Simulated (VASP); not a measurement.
# Sn in VASP: a series of runs

The runs below take Sn through single point, with PBE+D3(BJ).

Everything below comes from runs of VASP 6.6.1. Logs are shortened: lines on timing, memory, paths and dates and some standing lists are left out, and cuts for length are marked.

## Step 1: The cell of the first run

The typed cell holds 1 atom: a = 3.295 Å, b = 3.295 Å, c = 3.295 Å, α = 115.65°, β = 115.64°, γ = 97.72°.

## Step 2: Single point, PBE+D3(BJ)

Contents of INCAR:

```
ALGO = Fast
EDIFF = 1E-6
ENCUT = 520
GGA = PE
ISIF = 2
ISMEAR = 0
IVDW = 12
LASPH = True
LCHARG = False
LREAL = False
LWAVE = False
NBANDS = 13
NELM = 100
PREC = Accurate
SIGMA = 0.1
```

Contents of KPOINTS:

```
k-points
0
Gamma
  16 16 16
```

Contents of POSCAR:

```
Sn
1.0
   -1.7544107805      1.7546154048      2.1674816495
    1.7544107805     -1.7546154048      2.1674816495
    1.7544107805      1.7546154048     -2.1674816495
Sn
1
Direct
    0.0000000000      0.0000000000      0.0000000000
```

Potentials or basis: VASP PAW PBE potentials, release 64 (Sn_d).

Command:

```
cat potpaw_PBE.64/Sn_d/POTCAR > POTCAR
mpirun -np 1 vasp_std > vasp.out
```

OUTCAR:

```text
EDIFF = 1E-6
   ENCUT = 520
   GGA = PE
   ISIF = 2
   ISMEAR = 0
   IVDW = 12
   LASPH = True
   LREAL = False
   NELM = 100
   PREC = Accurate
 IVDW          = 12

 ion  position               nearest neighbor table
   1  0.000  0.000  0.000-

  LATTYP: Found a body centered orthorhombic cell.
 ALAT       =     3.5088215610
 B/A-ratio  =     1.0001166342
 C/A-ratio  =     1.2354470650

  Lattice vectors:

 A1 = (  -1.7544107805,   1.7546154048,   2.1674816495)
 A2 = (   1.7544107805,  -1.7546154048,   2.1674816495)
 A3 = (   1.7544107805,   1.7546154048,  -2.1674816495)

Analysis of symmetry for initial positions (statically):
=====================================================================
 Subroutine PRICEL returns:
 Original cell was already a primitive cell.

 Routine SETGRP: Setting up the symmetry group for a
 body centered orthorhombic supercell.

 Subroutine GETGRP returns: Found  8 space group operations
 (whereof  8 operations were pure point group operations)
 out of a pool of  8 trial point group operations.

The static configuration has the point symmetry D_2h.

Analysis of symmetry for dynamics (positions and initial velocities):
=====================================================================
 Subroutine PRICEL returns:
 Original cell was already a primitive cell.

 Routine SETGRP: Setting up the symmetry group for a
 body centered orthorhombic supercell.

 Subroutine GETGRP returns: Found  8 space group operations
 (whereof  8 operations were pure point group operations)
 out of a pool of  8 trial point group operations.

The dynamic configuration has the point symmetry D_2h.

 Subroutine INISYM returns: Found  8 space group operations
 (whereof  8 operations are pure point group operations),
 and found     1 'primitive' translations

----------------------------------------------------------------------------------------

                                     Primitive cell

  volume of cell :      26.6888

  direct lattice vectors                    reciprocal lattice vectors
    -1.754410780  1.754615405  2.167481649     0.000000000  0.284962732  0.230682461
     1.754410780 -1.754615405  2.167481649     0.284995969  0.000000000  0.230682461
     1.754410780  1.754615405 -2.167481649     0.284995969  0.284962732  0.000000000

  length of vectors
     3.294633380  3.294633380  3.294633380     0.366630818  0.366656651  0.403021663

  position of ions in fractional coordinates (direct lattice)
     0.000000000  0.000000000  0.000000000

  ion indices of the primitive-cell ions
   primitive index   ion index
                 1           1

----------------------------------------------------------------------------------------

 KPOINTS: k-points

Automatic generation of k-mesh.
 Grid dimensions read from file:
 generate k-points for:   16   16   16

 Generating k-lattice:

  Cartesian coordinates                     Fractional coordinates (reciprocal lattice)
     0.000000000  0.017810171  0.014417654     0.062500000 -0.000000000  0.000000000
     0.017812248  0.000000000  0.014417654     0.000000000  0.062500000  0.000000000
     0.017812248  0.017810171  0.000000000     0.000000000 -0.000000000  0.062500000

  Length of vectors
     0.022914426  0.022916041  0.025188854

  Shift w.r.t. Gamma in fractional coordinates (k-lattice)
     0.000000000  0.000000000  0.000000000

 Subroutine IBZKPT returns following result:
 ===========================================

 Found    621 irreducible k-points:

 Following reciprocal coordinates:
            Coordinates               Weight
  0.000000  0.000000  0.000000      1.000000
  0.062500 -0.000000  0.000000      4.000000
  0.125000 -0.000000  0.000000      4.000000
  0.187500 -0.000000  0.000000      4.000000
  0.250000 -0.000000  0.000000      4.000000
  0.312500  0.000000  0.000000      4.000000
[... 16 lines left out ...]
 -0.187500  0.062500 -0.000000      8.000000
 -0.125000  0.062500 -0.000000      8.000000
 [... further k-points ...]
   k-points           NKPTS =    621   k-points in BZ     NKDIM =    621   number of bands    NBANDS=     13
   number of dos      NEDOS =    301   number of ions     NIONS =      1
   total plane-waves  NPLWV =  21952
   dimension x,y,z NGX =    28 NGY =   28 NGZ =   28
   dimension x,y,z NGXF=    56 NGYF=   56 NGZF=   56
   ions per type =               1
   NGX,Y,Z   is equivalent  to a cutoff of  14.13, 14.13, 14.13 a.u.
   NGXF,Y,Z  is equivalent  to a cutoff of  28.26, 28.26, 28.26 a.u.
 SYSTEM =  unknown system
   PREC   = accura    normal or accurate (medium, high low for compatibility)
   ISTART =      0    job   : 0-new  1-cont  2-samecut
   ICHARG =      2    charge: 1-file 2-atom 10-const
   ISPIN  =      1    spin polarized calculation?
   LNONCOLLINEAR =      F non collinear calculations
   LSORBIT =      F    spin-orbit coupling
   LASPH  =      T    aspherical Exc in radial PAW
   ENCUT  =  520.0 eV  38.22 Ry    6.18 a.u.   6.13  6.13  6.13*2*pi/ulx,y,z
   NELM   =    100;   NELMIN=  2; NELMDL= -5     # of ELM steps
   EDIFF  = 0.1E-05   stopping-criterion for ELM
   LREAL  =      F    real-space projection
   EDIFFG = 0.1E-04   stopping-criterion for IOM
   NSW    =      0    number of steps for IOM
   IBRION =     -1    ionic relax: 0-MD 1-quasi-New 2-CG
   NFREE  =      0    steps in history (QN), initial steepest desc. (CG)
   ISIF   =      2    stress and relaxation
   ISYM   =      2    0-nonsym 1-usesym 2-fastsym
   POTIM  = 0.5000    time-step for ionic-motion
   TEBEG  =    0.0;   TEEND  =   0.0 temperature during run
   PSTRESS=    0.0 pullay stress
   NELECT =      14.0000    total number of electrons
   NUPDOWN=      -1.0000    fix difference up-down
   EMIN   =  10.00;   EMAX   =-10.00  energy-range for DOS
   EFERMI =   0.00;   METHOD = LEGACY
   ISMEAR =     0;   SIGMA  =   0.10  broadening in eV -4-tet -1-fermi 0-gaus
   EFERMI_NEDOS =   21; number of points for ismear=-14 and -15
   IALGO  =     68    algorithm
   IMIX   =      4    mixing-type and parameters
     AMIX     =   0.40;   BMIX     =  1.00
     AMIX_MAG =   1.60;   BMIX_MAG =  1.00
  volume/ion in A,a.u.               =      26.69       180.10
  Fermi-wavevector in a.u.,A,eV,Ry     =   1.320306  2.495017 23.717787  1.743208
  Thomas-Fermi vector in A             =   2.450142
   LORBIT       =      0    0 simple, 1 ext, 2 COOP (PROOUT), +10 PAW based schemes
   GGA     = PE    functional components
   LHFCALC =     F    Hartree Fock is set to
   AEXX    =    0.0000 exact exchange contribution
   IVDW    =    12    specifies the selected vdW correction
   LEPSILON=     F    determine dielectric tensor
   LRPA    =     F    only Hartree local field effects (RPA)
 non-spin polarized calculation
 RMM-DIIS sequential band-by-band and
 Gauss-broadening in eV      SIGMA  =   0.10
  energy-cutoff  :      520.00
  volume of cell :       26.69
 maximum number of plane-waves:       748
 NGX is ok and might be reduce to    28
   NGX = 13   NGY = 13   NGZ = 13

 number of electron      14.0000003 magnetization

 Free energy of the ion-electron system (eV)
  ---------------------------------------------------
  ext. energy  EPLUGINS =         0.00000000
  ---------------------------------------------------
  free energy    TOTEN  =        -3.77916189 eV

  energy without entropy =       -3.77663965  energy(sigma->0) =       -3.77790077

 E-fermi :   8.3179     XC(G=0): -10.4501

 val. band max:        8.3094651052   @ k =  -0.1875   0.3750   0.0000
 cond. band min:       8.3298568385   @ k =  -0.3750  -0.2500   0.2500
 fundamental gap:      0.0203917334
 Fermi energy:         8.3179342097

 k-point     1 :       0.0000    0.0000    0.0000
  band No.  band energies     occupation
      1     -13.2421      2.00000
      2     -13.2420      2.00000
      3     -13.1862      2.00000
      4     -13.1634      2.00000
      5     -13.0955      2.00000
      6      -2.9087      2.00000
      7      16.0859      0.00000
      8      16.3639      0.00000
      9      16.3661      0.00000
     10      19.2034      0.00000
     11      20.3123      0.00000
     12      20.3151      0.00000
     13      20.8707      0.00000

 k-point     2 :       0.0625   -0.0000    0.0000
  band No.  band energies     occupation
      1     -13.2396      2.00000
      2     -13.2383      2.00000
      3     -13.1847      2.00000
      4     -13.1630      2.00000
      5     -13.0969      2.00000
      6      -2.8263      2.00000
      7      15.3200      0.00000
      8      16.1354      0.00000
      9      16.1370      0.00000
     10      18.7528      0.00000
     11      20.5630      0.00000
     12      20.7590      0.00000
     13      21.6322      0.00000

 k-point     3 :       0.1250   -0.0000    0.0000
  band No.  band energies     occupation
      1     -13.2329      2.00000
      2     -13.2313      2.00000
      3     -13.1765      2.00000
      4     -13.1618      2.00000
      5     -13.1002      2.00000
      6      -2.5789      2.00000
      7      13.4584      0.00000
      8      15.5995      0.00000
      9      15.9204      0.00000
     10      18.4526      0.00000
     11      20.5821      0.00000
     12      20.9021      0.00000
     13      21.4337      0.00000

 k-point     4 :       0.1875   -0.0000    0.0000
  band No.  band energies     occupation
      1     -13.2294      2.00000
      2     -13.2250      2.00000
      3     -13.1603      2.00000
      4     -13.1556      2.00000
      5     -13.1032      2.00000
      6      -2.1660      2.00000
      7      11.4204      0.00000
      8      14.9768      0.00000
      9      15.6481      0.00000
     10      18.3028      0.00000
     11      19.8923      0.00000
     12      20.2104      0.00000
     13      22.0405      0.00000

 k-point     5 :       0.2500   -0.0000    0.0000
  band No.  band energies     occupation
      1     -13.2334      2.00000
      2     -13.2192      2.00000
      3     -13.1599      2.00000
      4     -13.1244      2.00000
      5     -13.1022      2.00000
      6      -1.5884      2.00000
      7       9.4334      0.00000
      8      14.3846      0.00000
      9      15.3683      0.00000
     10      18.2143      0.00000
     11      19.2239      0.00000
     12      19.6057      0.00000
     13      22.8718      0.00000
[... 257 lines left out ...]
 k-point    22 :      -0.2500    0.0625   -0.0000
  band No.  band energies     occupation
      1     -13.2364      2.00000
      2     -13.2177      2.00000
      3     -13.1548      2.00000
      4     -13.1419      2.00000
      5     -13.0980      2.00000
      6      -1.7666      2.00000
      7      10.2504      0.00000
      8      14.2920      0.00000
      9      15.0429      0.00000
     10      18.0833      0.00000
     11      18.9834      0.00000
     12      20.3836      0.00000
     13      22.2353      0.00000

 k-point    23 :      -0.1875    0.0625   -0.0000
  band No.  band energies     occupation
      1     -13.2402      2.00000
      2     -13.2183      2.00000
      3     -13.1688      2.00000
      4     -13.1545      2.00000
      5     -13.0994      2.00000
      6      -2.2793      2.00000
      7      12.2516      0.00000
      8      14.8541      0.00000
      9      15.4325      0.00000
     10      18.3014      0.00000
     11      19.2784      0.00000
     12      21.0380      0.00000
     13      21.4159      0.00000

 k-point    24 :      -0.1250    0.0625   -0.0000
  band No.  band energies     occupation
      1     -13.2448      2.00000
      2     -13.2238      2.00000
      3     -13.1833      2.00000
      4     -13.1569      2.00000
      5     -13.0977      2.00000
      6      -2.6268      2.00000
      7      14.2229      0.00000
      8      15.3799      0.00000
      9      15.7916      0.00000
     10      18.2999      0.00000
     11      19.8519      0.00000
     12      21.0135      0.00000
     13      21.5996      0.00000

 [... further k-points ...]

------------------------ aborting loop because EDIFF is reached ----------------------------------------

 Edisp (eV)   -0.39204

 E8    (eV) :    -0.1881

  FORCE on cell =-STRESS in cart. coord.  units (eV):
  Direction    XX          YY          ZZ          XY          YZ          ZX
  --------------------------------------------------------------------------------------
  -------------------------------------------------------------------------------------
  Total       0.00009    -0.00084    -0.00228    -0.00000     0.00000     0.00000
  in kB       0.00570    -0.05069    -0.13673    -0.00000     0.00000     0.00000
  external pressure =       -0.06 kB  Pullay stress =        0.00 kB

 VOLUME and BASIS-vectors are now :
 -----------------------------------------------------------------------------
  energy-cutoff  :      520.00
  volume of cell :       26.69
      direct lattice vectors                 reciprocal lattice vectors
    -1.754410780  1.754615405  2.167481649     0.000000000  0.284962732  0.230682461
     1.754410780 -1.754615405  2.167481649     0.284995969  0.000000000  0.230682461
     1.754410780  1.754615405 -2.167481649     0.284995969  0.284962732  0.000000000

 POSITION                                       TOTAL-FORCE (eV/Angst)
 -----------------------------------------------------------------------------------
      0.00000      0.00000      0.00000         0.000000      0.000000      0.000000
 -----------------------------------------------------------------------------------
    total drift:                               -0.000000     -0.000000     -0.000000

  FREE ENERGIE OF THE ION-ELECTRON SYSTEM (eV)
  ---------------------------------------------------
  free  energy   TOTEN  =        -4.1712052544 eV

  energy  without entropy=       -4.1686830140  energy(sigma->0) =       -4.16994413
```

Run time: 98 s. Hardware: 1 thread of Intel Xeon 6975P-C (Granite Rapids), shared host; peak memory 0.32 GiB.

Results:

| Item | Value |
| --- | --- |
| Free energy | -4.1712 eV |
| Pressure | 0.0 GPa |
| Band gap on the k mesh | zero (band 7 reaches 16.09 eV, above the bottom of band 8 at 6.05 eV) |
| Dispersion energy per atom | -0.392 eV |

Levels at points of the mesh, in eV from the Fermi level:
```csv
k point,band 3,band 4,band 5,band 6,band 7,band 8,band 9,band 10,band 11,band 12
"(0.00, 0.00, 0.00)",-21.50,-21.48,-21.41,-11.23,7.77,8.05,8.05,10.89,11.99,12.00
"(0.50, 0.00, 0.00)",-21.49,-21.39,-21.35,-6.73,-4.66,4.87,6.45,9.40,9.69,11.02
"(0.00, 0.50, 0.00)",-21.49,-21.39,-21.35,-6.73,-4.66,4.86,6.45,9.40,9.69,11.02
"(0.50, 0.50, 0.00)",-21.39,-21.38,-21.33,-5.48,-4.04,2.43,3.29,6.29,6.50,18.99
"(0.50, 0.50, 0.50)",-21.38,-21.34,-21.34,-3.49,-2.70,1.00,1.00,4.30,4.96,19.04
```

Caveat: spin-orbit coupling is left out, which moves the levels of the heavy elements; pairwise dispersion overbinds metals, which lowers pressure and volume.

[end of part 1 of 2]
